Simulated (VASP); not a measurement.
# Gd (P6_3/mmc) in VASP: further runs, part 2 of 2

VASP 6.6.1.

## 3. Single point, LDA+U, collinear spin, ferromagnetic start

Input file INCAR:

```
  PREC = Accurate
  ENCUT = 520
  EDIFF = 1E-6
  ISMEAR = 0
  SIGMA = 0.05
  LREAL = False
  LASPH = True
  NELM = 150
  ALGO = Normal
  ISIF = 2
  LWAVE = False
  LCHARG = False
  ISPIN = 2
  MAGMOM = 7 7
  LORBIT = 11
  LMAXMIX = 6
  LDAU = True
  LDAUTYPE = 2
  LDAUL = 3
  LDAUU = 6
  LDAUJ = 0
  LDAUPRINT = 1
  GGA = CA
  NBANDS = 29
```

Input file KPOINTS:

```
regular mesh
0
Gamma
  10 10 6
```

Input file POSCAR:

```
Gd
1.0
    3.6399995402      0.0000000000      0.0000000000
   -1.8199997701      3.1523320716      0.0000000000
    0.0000000000      0.0000000000      5.7803192698
Gd
2
Direct
    0.3333333333      0.6666666667      0.7500000000
    0.6666666667      0.3333333333      0.2500000000
```

Potentials or basis: VASP PAW PBE potentials, release 64 (Gd).

Launch:

```console
$ cat potpaw_PBE.64/Gd/POTCAR > POTCAR
$ mpirun -np 1 vasp_std > vasp.out
```

OUTCAR:

```text
PREC = Accurate
   ENCUT = 520
   EDIFF = 1E-6
   ISMEAR = 0
   LREAL = False
   LASPH = True
   NELM = 150
   ISIF = 2
   ISPIN = 2
   LORBIT = 11
   GGA = CA

 ion  position               nearest neighbor table
   1  0.333  0.667  0.750-
   2  0.667  0.333  0.250-

  LATTYP: Found a hexagonal cell.
 ALAT       =     3.6399995402
 C/A-ratio  =     1.5880000000

  Lattice vectors:

 A1 = (   3.6399995402,   0.0000000000,   0.0000000000)
 A2 = (  -1.8199997701,   3.1523320716,   0.0000000000)
 A3 = (   0.0000000000,   0.0000000000,   5.7803192698)

Analysis of symmetry for initial positions (statically):
=====================================================================
 Subroutine PRICEL returns:
 Original cell was already a primitive cell.

 Routine SETGRP: Setting up the symmetry group for a
 hexagonal supercell.

 Subroutine GETGRP returns: Found 24 space group operations
 (whereof 12 operations were pure point group operations)
 out of a pool of 24 trial point group operations.

The static configuration has the point symmetry D_3d.
 The point group associated with its full space group is D_6h.

Analysis of symmetry for dynamics (positions and initial velocities):
=====================================================================
 Subroutine PRICEL returns:
 Original cell was already a primitive cell.

 Routine SETGRP: Setting up the symmetry group for a
 hexagonal supercell.

 Subroutine GETGRP returns: Found 24 space group operations
 (whereof 12 operations were pure point group operations)
 out of a pool of 24 trial point group operations.

The dynamic configuration has the point symmetry D_3d.
 The point group associated with its full space group is D_6h.

Analysis of structural, dynamic, and magnetic symmetry:
=====================================================================
 Subroutine PRICEL returns:
 Original cell was already a primitive cell.

 Routine SETGRP: Setting up the symmetry group for a
 hexagonal supercell.

 Subroutine GETGRP returns: Found 24 space group operations
[... 206 lines left out ...]
  0.0000 -0.0000  0.0007  0.0000  0.0000  0.0000 -0.0000
  0.0000  0.0000  0.0000  0.0006 -0.0000  0.0000 -0.0000
  0.0000 -0.0000  0.0000 -0.0000  0.0007 -0.0000  0.0000
  0.0000 -0.0000  0.0000  0.0000 -0.0000  0.0011 -0.0000
 -0.0000  0.0000 -0.0000 -0.0000  0.0000 -0.0000  0.0006

 occupancies and eigenvectors

  o =  0.0006  v =  0.0000  0.0000  0.0000  0.0000  0.0000  0.0000  0.0000 -0.0000  0.0000 -0.0000  0.0000  0.0000 -0.0000 -1.0000      0.0000  0.0000  0.0000  0.0000  0.0000  0.0000  0.0000  0.0000  0.0000  0.0000  0.0000  0.0000  0.0000  0.0000
  o =  0.0006  v =  0.0000  0.0000  0.0000  0.0000  0.0000  0.0000  0.0000 -0.0000 -0.0000 -0.0000  1.0000  0.0000 -0.0000  0.0000      0.0000  0.0000  0.0000  0.0000  0.0000  0.0000  0.0000  0.0000  0.0000  0.0000  0.0000  0.0000  0.0000  0.0000
  o =  0.0007  v =  0.0000  0.0000  0.0000  0.0000  0.0000  0.0000  0.0000  0.0000 -0.0000  0.0000  0.0000 -1.0000 -0.0000 -0.0000      0.0000  0.0000  0.0000  0.0000  0.0000  0.0000  0.0000  0.0000  0.0000  0.0000  0.0000  0.0000  0.0000  0.0000
  o =  0.0007  v =  0.0000  0.0000  0.0000  0.0000  0.0000  0.0000  0.0000 -0.0000 -0.0000  1.0000  0.0000  0.0000 -0.0000  0.0000      0.0000  0.0000  0.0000  0.0000  0.0000  0.0000  0.0000  0.0000  0.0000  0.0000  0.0000  0.0000  0.0000  0.0000
  o =  0.0008  v =  0.0000  0.0000  0.0000  0.0000  0.0000  0.0000  0.0000  1.0000  0.0000  0.0000  0.0000  0.0000 -0.0000 -0.0000      0.0000  0.0000  0.0000  0.0000  0.0000  0.0000  0.0000  0.0000  0.0000  0.0000  0.0000  0.0000  0.0000  0.0000
  o =  0.0011  v =  0.0000  0.0000  0.0000  0.0000  0.0000  0.0000  0.0000 -0.0000  1.0000 -0.0000  0.0000 -0.0000  0.0002  0.0000      0.0000  0.0000  0.0000  0.0000  0.0000  0.0000  0.0000  0.0000  0.0000  0.0000  0.0000  0.0000  0.0000  0.0000
  o =  0.0011  v =  0.0000  0.0000  0.0000  0.0000  0.0000  0.0000  0.0000  0.0000 -0.0002  0.0000  0.0000 -0.0000  1.0000 -0.0000      0.0000  0.0000  0.0000  0.0000  0.0000  0.0000  0.0000  0.0000  0.0000  0.0000  0.0000  0.0000  0.0000  0.0000
  o =  0.9894  v =  0.0000  0.0000  0.0000 -0.0000  0.0000  0.0000 -1.0000  0.0000  0.0000  0.0000  0.0000  0.0000  0.0000  0.0000      0.0000  0.0000  0.0000  0.0000  0.0000  0.0000  0.0000  0.0000  0.0000  0.0000  0.0000  0.0000  0.0000  0.0000
  o =  0.9894  v =  0.0000  0.0000  0.0000 -0.0000 -1.0000 -0.0000 -0.0000  0.0000  0.0000  0.0000  0.0000  0.0000  0.0000  0.0000      0.0000  0.0000  0.0000  0.0000  0.0000  0.0000  0.0000  0.0000  0.0000  0.0000  0.0000  0.0000  0.0000  0.0000
  o =  0.9894  v = -0.0000  0.0000  1.0000  0.0000  0.0000 -0.0000  0.0000  0.0000  0.0000  0.0000  0.0000  0.0000  0.0000  0.0000      0.0000  0.0000  0.0000  0.0000  0.0000  0.0000  0.0000  0.0000  0.0000  0.0000  0.0000  0.0000  0.0000  0.0000
  o =  0.9898  v =  0.0000  0.0825 -0.0000 -0.0000  0.0000  0.9966  0.0000  0.0000  0.0000  0.0000  0.0000  0.0000  0.0000  0.0000      0.0000  0.0000  0.0000  0.0000  0.0000  0.0000  0.0000  0.0000  0.0000  0.0000  0.0000  0.0000  0.0000  0.0000
  o =  0.9898  v = -0.0000 -0.9966  0.0000 -0.0000 -0.0000  0.0825 -0.0000  0.0000  0.0000  0.0000  0.0000  0.0000  0.0000  0.0000      0.0000  0.0000  0.0000  0.0000  0.0000  0.0000  0.0000  0.0000  0.0000  0.0000  0.0000  0.0000  0.0000  0.0000
  o =  0.9903  v =  0.0000  0.0000 -0.0000  1.0000 -0.0000  0.0000 -0.0000  0.0000  0.0000  0.0000  0.0000  0.0000  0.0000  0.0000      0.0000  0.0000  0.0000  0.0000  0.0000  0.0000  0.0000  0.0000  0.0000  0.0000  0.0000  0.0000  0.0000  0.0000
  o =  0.9904  v =  1.0000 -0.0000  0.0000 -0.0000  0.0000 -0.0000  0.0000  0.0000  0.0000  0.0000  0.0000  0.0000  0.0000  0.0000      0.0000  0.0000  0.0000  0.0000  0.0000  0.0000  0.0000  0.0000  0.0000  0.0000  0.0000  0.0000  0.0000  0.0000

 number of electron      36.0000005 magnetization      15.4676662

 Free energy of the ion-electron system (eV)
  ---------------------------------------------------
  ext. energy  EPLUGINS =         0.00000000
  ---------------------------------------------------
  free energy    TOTEN  =       -22.56609933 eV

  energy without entropy =      -22.56501842  energy(sigma->0) =      -22.56555887

 E-fermi :   2.7281     XC(G=0): -10.2488

 val. band max:        2.7218211611   @ k =   0.3000  -0.0000   0.1667
 cond. band min:       2.7353507437   @ k =   0.2000  -0.0000   0.0000
 fundamental gap:      0.0135295826
 Fermi energy:         2.7280817394

 spin component 1

 k-point     1 :       0.0000    0.0000    0.0000
  band No.  band energies     occupation
      1     -42.4582      1.00000
      2     -42.3874      1.00000
      3     -20.3415      1.00000
      4     -19.7315      1.00000
      5     -19.7315      1.00000
      6     -19.6235      1.00000
[... 1529 lines left out ...]
     28       5.8868      0.00000
     29       5.9399      0.00000

 [... further k-points ...]
[... 5 lines left out ...]
  --------------------------------------------------------------------------------------
  -------------------------------------------------------------------------------------
  Total       -1.4239878     -1.4239878     -1.3380922      0.0000000      0.0000000      0.0000000
  in kB      -34.3978840    -34.3978840    -32.3229895      0.0000000      0.0000000      0.0000000
  external PRESSURE =     -33.7062525 kB  Pullay stress =       0.0000000 kB

 VOLUME and BASIS-vectors are now :
 -----------------------------------------------------------------------------
  energy-cutoff  :      520.00
  volume of cell :       66.33
      direct lattice vectors                 reciprocal lattice vectors
     3.639999540  0.000000000  0.000000000     0.274725309  0.158612731  0.000000000
    -1.819999770  3.152332072  0.000000000     0.000000000  0.317225463  0.000000000
     0.000000000  0.000000000  5.780319270     0.000000000  0.000000000  0.173000825

 POSITION                                       TOTAL-FORCE (eV/Angst)
 -----------------------------------------------------------------------------------
     -0.00000      2.10155      4.33524         0.000000      0.000000      0.000000
      1.82000      1.05078      1.44508        -0.000000      0.000000      0.000000
 -----------------------------------------------------------------------------------
    total drift:                               -0.000000      0.000000     -0.000000

  FREE ENERGIE OF THE ION-ELECTRON SYSTEM (eV)
  ---------------------------------------------------
  free  energy   TOTEN  =       -22.5660993282 eV

  energy  without entropy=      -22.5650184154  energy(sigma->0) =      -22.56555887

 total charge

# of ion       s       p       d       f       tot
--------------------------------------------------
    1        2.074   5.534   0.614   6.929  15.150
    2        2.074   5.534   0.614   6.929  15.150
--------------------------------------------------
tot          4.147  11.068   1.228  13.858  30.301

 magnetization (x)

# of ion       s       p       d       f       tot
--------------------------------------------------
    1        0.005  -0.035   0.236   6.918   7.124
    2        0.005  -0.035   0.236   6.918   7.124
--------------------------------------------------
tot          0.010  -0.069   0.471  13.836  14.248
```

stdout:

```text
POSCAR found type information on POSCAR Gd
 POSCAR found :  1 types and       2 ions
 scaLAPACK will be used
 -----------------------------------------------------------------------------
|                                                                             |
|                                                                             |
|     You enforced a specific xc type in the INCAR file but a different       |
|     I HOPE YOU KNOW WHAT YOU ARE DOING!                                     |
|                                                                             |
 -----------------------------------------------------------------------------

 LDA part: xc-table for (Slater(with rela. corr.)+CA(PZ))
 , standard interpolation
 POSCAR, INCAR and KPOINTS ok, starting setup
 FFT: planning ... GRIDC
 FFT: planning ... GRID_SOFT
 FFT: planning ... GRID
 WAVECAR not read
 entering main loop
```

Run time: 4.6 min. Hardware: 1 thread of Intel Xeon Platinum 8124M at 3.00GHz (Skylake/Cascade Lake), shared host; peak memory 0.29 GiB.

Results:

- Free energy: -22.5661 eV
- Pressure: -3.4 GPa
- Net moment: 15.47 μB per cell
- Site moments: Gd +7.12 μB
- Valence electrons inside the program's atomic spheres: Gd 15.15

Levels at points of the mesh, in eV from the Fermi level:
Spin up:
```tsv
k point	band 22	band 23	band 24	band 25	band 26	band 27	band 28	band 29
(0.00, 0.00, 0.00)	-7.92	-5.04	-2.49	1.11	1.19	1.20	1.38	1.82
(0.50, 0.00, 0.00)	-7.93	-2.14	-1.80	-1.37	-0.07	0.92	1.04	1.67
(0.00, 0.00, 0.50)	-7.92	-3.55	-3.55	0.43	0.43	1.11	1.11	1.11
(0.50, 0.00, 0.50)	-7.95	-2.21	-2.21	-0.50	-0.50	1.48	1.48	2.40
```
Spin down:
| k point | band 6 | band 7 | band 8 | band 9 | band 10 | band 11 | band 12 | band 13 | band 14 | band 15 |
| --- | --- | --- | --- | --- | --- | --- | --- | --- | --- | --- |
| (0.00, 0.00, 0.00) | -20.04 | -20.04 | -20.02 | -4.27 | -1.62 | 1.82 | 2.11 | 2.11 | 2.17 | 2.54 |
| (0.50, 0.00, 0.00) | -20.35 | -20.24 | -20.13 | -1.24 | -0.99 | -0.59 | 0.83 | 1.85 | 1.89 | 2.51 |
| (0.00, 0.00, 0.50) | -20.10 | -20.10 | -20.10 | -2.72 | -2.72 | 1.25 | 1.25 | 2.10 | 2.10 | 2.10 |
| (0.50, 0.00, 0.50) | -20.24 | -20.24 | -20.24 | -1.43 | -1.43 | 0.42 | 0.42 | 2.03 | 2.03 | 2.60 |

Eigenvalues of the final occupation matrices:
| site | spin | trace | eigenvalues |
| --- | --- | --- | --- |
| site 1 f | 1 | 6.93 | 0.99 0.99 0.99 0.99 0.99 0.99 0.99 |
| site 1 f | 2 | 0.01 | 0.00 0.00 0.00 0.00 0.00 0.00 0.00 |
| site 2 f | 1 | 6.93 | 0.99 0.99 0.99 0.99 0.99 0.99 0.99 |
| site 2 f | 2 | 0.01 | 0.00 0.00 0.00 0.00 0.00 0.00 0.00 |

Caveat: the cell stands under tension; the PAW data sets were made with another functional, which shifts forces and pressure a little; spin-orbit coupling is left out, which moves the levels of the heavy elements.

## 4. Single point, LDA+U, collinear spin, ferromagnetic start

Input file INCAR:

```
ALGO = Normal ; EDIFF = 1E-6
ENCUT = 520 ; GGA = CA
ISIF = 2 ; ISMEAR = 0
ISPIN = 2 ; LASPH = T
LCHARG = F ; LDAU = T
LDAUJ = 0 ; LDAUL = 3
LDAUPRINT = 1 ; LDAUTYPE = 2
LDAUU = 6 ; LMAXMIX = 6
LORBIT = 11 ; LREAL = F
LWAVE = F ; MAGMOM = 0.5 0.5
NBANDS = 29 ; NELM = 150
PREC = Accurate ; SIGMA = 0.05
```

Input file KPOINTS:

```
k-points
0
Gamma
  10 10 6
```

POSCAR is that of step 3.

Potentials or basis: VASP PAW PBE potentials, release 64 (Gd).

Launch:

```console
$ cat potpaw_PBE.64/Gd/POTCAR > POTCAR
$ mpirun -np 1 vasp_std > vasp.out
```

OUTCAR:

```text
EDIFF = 1E-6
   ENCUT = 520
   GGA = CA
   ISIF = 2
   ISMEAR = 0
   ISPIN = 2
   LASPH = T
   LORBIT = 11
   LREAL = F
   NELM = 150
   PREC = Accurate

 ion  position               nearest neighbor table
   1  0.333  0.667  0.750-
   2  0.667  0.333  0.250-

  LATTYP: Found a hexagonal cell.
 ALAT       =     3.6399995402
 C/A-ratio  =     1.5880000000

  Lattice vectors:

 A1 = (   3.6399995402,   0.0000000000,   0.0000000000)
 A2 = (  -1.8199997701,   3.1523320716,   0.0000000000)
 A3 = (   0.0000000000,   0.0000000000,   5.7803192698)

Analysis of symmetry for initial positions (statically):
=====================================================================
 Subroutine PRICEL returns:
 Original cell was already a primitive cell.

 Routine SETGRP: Setting up the symmetry group for a
 hexagonal supercell.

 Subroutine GETGRP returns: Found 24 space group operations
 (whereof 12 operations were pure point group operations)
 out of a pool of 24 trial point group operations.

The static configuration has the point symmetry D_3d.
 The point group associated with its full space group is D_6h.

Analysis of symmetry for dynamics (positions and initial velocities):
=====================================================================
 Subroutine PRICEL returns:
 Original cell was already a primitive cell.

[... 247 lines left out ...]
  o =  0.9904  v =  0.0000 -0.0000 -0.0000 -1.0000 -0.0000 -0.0000 -0.0000  0.0000  0.0000  0.0000  0.0000  0.0000  0.0000  0.0000      0.0000  0.0000  0.0000  0.0000  0.0000  0.0000  0.0000  0.0000  0.0000  0.0000  0.0000  0.0000  0.0000  0.0000
  o =  0.9904  v =  1.0000 -0.0000  0.0000  0.0000  0.0000 -0.0000  0.0000  0.0000  0.0000  0.0000  0.0000  0.0000  0.0000  0.0000      0.0000  0.0000  0.0000  0.0000  0.0000  0.0000  0.0000  0.0000  0.0000  0.0000  0.0000  0.0000  0.0000  0.0000

 number of electron      36.0000005 magnetization      15.4668275

 Free energy of the ion-electron system (eV)
  ---------------------------------------------------
  ext. energy  EPLUGINS =         0.00000000
  ---------------------------------------------------
  free energy    TOTEN  =       -22.56609912 eV

  energy without entropy =      -22.56501715  energy(sigma->0) =      -22.56555814

 E-fermi :   2.7280     XC(G=0): -10.2488

 val. band max:        2.7215755397   @ k =   0.3000  -0.0000   0.1667
 cond. band min:       2.7354493369   @ k =   0.2000  -0.0000   0.0000
 fundamental gap:      0.0138737971
 Fermi energy:         2.7280436414

 spin component 1

 k-point     1 :       0.0000    0.0000    0.0000
  band No.  band energies     occupation
      1     -42.4583      1.00000
      2     -42.3876      1.00000
      3     -20.3417      1.00000
      4     -19.7317      1.00000
      5     -19.7317      1.00000
      6     -19.6238      1.00000
[... 1529 lines left out ...]
     28       5.8865      0.00000
     29       5.9396      0.00000

 [... further k-points ...]

------------------------ aborting loop because EDIFF is reached ----------------------------------------

  FORCE on cell =-STRESS in cart. coord.  units (eV):
  Direction    XX          YY          ZZ          XY          YZ          ZX
  --------------------------------------------------------------------------------------
  -------------------------------------------------------------------------------------
  Total       -1.4476590     -1.4476590     -1.3609433      0.0000000      0.0000000      0.0000000
  in kB      -34.9696868    -34.9696868    -32.8749801      0.0000000      0.0000000      0.0000000
  external PRESSURE =     -34.2714512 kB  Pullay stress =       0.0000000 kB

 VOLUME and BASIS-vectors are now :
 -----------------------------------------------------------------------------
  energy-cutoff  :      520.00
  volume of cell :       66.33
      direct lattice vectors                 reciprocal lattice vectors
     3.639999540  0.000000000  0.000000000     0.274725309  0.158612731  0.000000000
    -1.819999770  3.152332072  0.000000000     0.000000000  0.317225463  0.000000000
     0.000000000  0.000000000  5.780319270     0.000000000  0.000000000  0.173000825

 POSITION                                       TOTAL-FORCE (eV/Angst)
 -----------------------------------------------------------------------------------
     -0.00000      2.10155      4.33524        -0.000000      0.000000      0.000000
      1.82000      1.05078      1.44508         0.000000     -0.000000      0.000000
 -----------------------------------------------------------------------------------
    total drift:                               -0.000000      0.000000     -0.000000

  FREE ENERGIE OF THE ION-ELECTRON SYSTEM (eV)
  ---------------------------------------------------
  free  energy   TOTEN  =       -22.5660991203 eV

  energy  without entropy=      -22.5650171550  energy(sigma->0) =      -22.56555814

 total charge

# of ion       s       p       d       f       tot
--------------------------------------------------
    1        2.073   5.534   0.614   6.929  15.150
    2        2.073   5.534   0.614   6.929  15.150
--------------------------------------------------
tot          4.147  11.068   1.228  13.858  30.301

 magnetization (x)

# of ion       s       p       d       f       tot
--------------------------------------------------
    1        0.005  -0.034   0.236   6.918   7.124
    2        0.005  -0.034   0.236   6.918   7.124
--------------------------------------------------
tot          0.010  -0.069   0.471  13.836  14.248
```

OSZICAR:

```text
N       E                     dE             d eps       ncg     rms          rms(c)
DAV:   1     0.272989664861E+03    0.27299E+03   -0.11552E+04  9010   0.591E+03
DAV:   2     0.633644200859E+02   -0.20963E+03   -0.19169E+03  9313   0.392E+02
DAV:   3     0.181638658118E+02   -0.45201E+02   -0.42852E+02 11064   0.168E+02
[... 11 lines left out ...]
DAV:  15    -0.225660902633E+02   -0.55042E-04   -0.32043E-04 11574   0.103E-01    0.164E-01
DAV:  16    -0.225660888450E+02    0.14184E-05   -0.14405E-05 11483   0.825E-02    0.141E-01
DAV:  17    -0.225660993734E+02   -0.10528E-04   -0.89845E-06  9091   0.573E-02    0.523E-02
DAV:  18    -0.225660978489E+02    0.15244E-05   -0.51556E-06  8410   0.321E-02    0.609E-02
DAV:  19    -0.225660989801E+02   -0.11311E-05   -0.13723E-06  6294   0.416E-02    0.255E-02
DAV:  20    -0.225660991203E+02   -0.14020E-06   -0.66797E-07  4998   0.245E-02
   1 F= -.22566099E+02 E0= -.22565558E+02  d E =-.108197E-02  mag=    15.4668
```

Run time: 5.5 min. Hardware: 1 thread of Intel Xeon Platinum 8124M at 3.00GHz (Skylake/Cascade Lake), shared host; peak memory 0.29 GiB.

What came out:

* Free energy: -22.5661 eV
* Pressure: -3.4 GPa
* Net moment: 15.47 μB per cell
* Site moments: Gd +7.12 μB
* Valence electrons inside the program's atomic spheres: Gd 15.15

Eigenvalues of the final occupation matrices:
| site | spin | trace | eigenvalues |
| --- | --- | --- | --- |
| site 1 f | 1 | 6.93 | 0.99 0.99 0.99 0.99 0.99 0.99 0.99 |
| site 1 f | 2 | 0.01 | 0.00 0.00 0.00 0.00 0.00 0.00 0.00 |
| site 2 f | 1 | 6.93 | 0.99 0.99 0.99 0.99 0.99 0.99 0.99 |
| site 2 f | 2 | 0.01 | 0.00 0.00 0.00 0.00 0.00 0.00 0.00 |

Caveat: the cell stands under tension; the PAW data sets were made with another functional, which shifts forces and pressure a little; spin-orbit coupling is left out, which moves the levels of the heavy elements. The state reached can hang on the start; a lower one may exist.
